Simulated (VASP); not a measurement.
A run of VASP 6.6.1 is set up as follows.

File INCAR:

```
SYSTEM = Ta2N
ALGO = Normal
EDIFF = 1E-6
ENCUT = 520
GGA = PS
ISIF = 2
ISMEAR = 0
LASPH = .TRUE.
LCHARG = .FALSE.
LREAL = .FALSE.
LWAVE = .FALSE.
NBANDS = 50
NELM = 80
PREC = Accurate
SIGMA = 0.1
```

The input KPOINTS:

```
k-points
0
G
  3 3 2
  0 0 0
```

POSCAR

```
Ta2N
1.0
    5.2965720514      0.0000000000      0.0000000000
   -2.6482860257      4.5869659495      0.0000000000
    0.0000000000      0.0000000000      4.9391825701
Ta N
6 3
Direct
    0.6663616700      0.6663616700      0.7536182600
    0.0000000000      0.3336383300      0.7536182600
    0.3336383300      0.0000000000      0.7536182600
    0.3336383300      0.3336383300      0.2463817400
    0.0000000000      0.6663616700      0.2463817400
    0.6663616700      0.0000000000      0.2463817400
    0.6666666667      0.3333333333      0.5000000000
    0.3333333333      0.6666666667      0.5000000000
    0.0000000000      0.0000000000      0.0000000000
```

Potentials or basis: VASP PAW PBE potentials, release 64 (Ta_pv, N).

Launch:

```console
$ cat potpaw_PBE.64/Ta_pv/POTCAR potpaw_PBE.64/N/POTCAR > POTCAR
$ mpirun -np 1 vasp_std > vasp.out
```

**Question.** What does it give for the largest force?

**Answer.** 0.230 eV/Å.

**Question.** Estimate the band gap on the k mesh.

**Answer.** Zero (an odd number of electrons rules out a gap without spin polarisation).

**Question.** What does it give for the pressure?

**Answer.** -4.5 GPa.

Stress tensor (GPa, compression positive):
```
-3.47  0.00  0.00
 0.00 -3.47  0.00
 0.00  0.00 -6.41
```

Caveat: the k points lie up to 0.64 Å⁻¹ apart, too coarse for converged energies and pressures of a metal; the PAW data sets were made with another functional, which shifts forces and pressure a little; spin-orbit coupling is left out, which moves the levels of the heavy elements.
